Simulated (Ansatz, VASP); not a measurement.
# Two plane-wave programs on Al3GaN4

```xyz
8
Lattice="4.4731 0.0000 0.0000 0.0000 4.4731 0.0000 0.0000 0.0000 4.4731" Properties=species:S:1:pos:R:3 pbc="T T T"
Al    2.2365    2.2365    0.0000
Al    2.2365    0.0000    2.2365
Al    0.0000    2.2365    2.2365
Ga    0.0000    0.0000    0.0000
N     3.3312    3.3312    1.1419
N     3.3312    1.1419    3.3312
N     1.1419    3.3312    3.3312
N     1.1419    1.1419    1.1419
```

Change from the starting cell: equal strain along all axes, cell held, atoms relaxed: +1.5 %.

Alike in both runs: functional PBEsol; k mesh 6 × 6 × 6; occupations gaussian, width 0.02 eV; no spin polarisation.

Ansatz relaxed the structure, and its values are those at the end. VASP's run is a single point on that final structure, the one shown.

|  | VASP | Ansatz |
| --- | --- | --- |
| version | VASP 6.6.1 | Ansatz 0.2.0 |
| potentials or method | VASP PAW PBE potentials, release 64 (Al, Ga_d, N), cutoff 520 eV | scalar-relativistic, plane waves, PAW |
| valence electrons in the cell | 42 | 42 |

|  | VASP | Ansatz | Ansatz less VASP |
| --- | --- | --- | --- |
| gap on the k mesh at the Fermi level (eV) | 3.08 | 3.06 | -0.016 |
| least direct gap on the mesh (eV) | 3.08 | 3.06 | -0.016 |
| pressure (GPa) | -8.2 | -8.0 | +0.11 |

VASP's potentials were made for PBE, not for PBEsol. Ansatz's warnings: stress scf threshold loose.
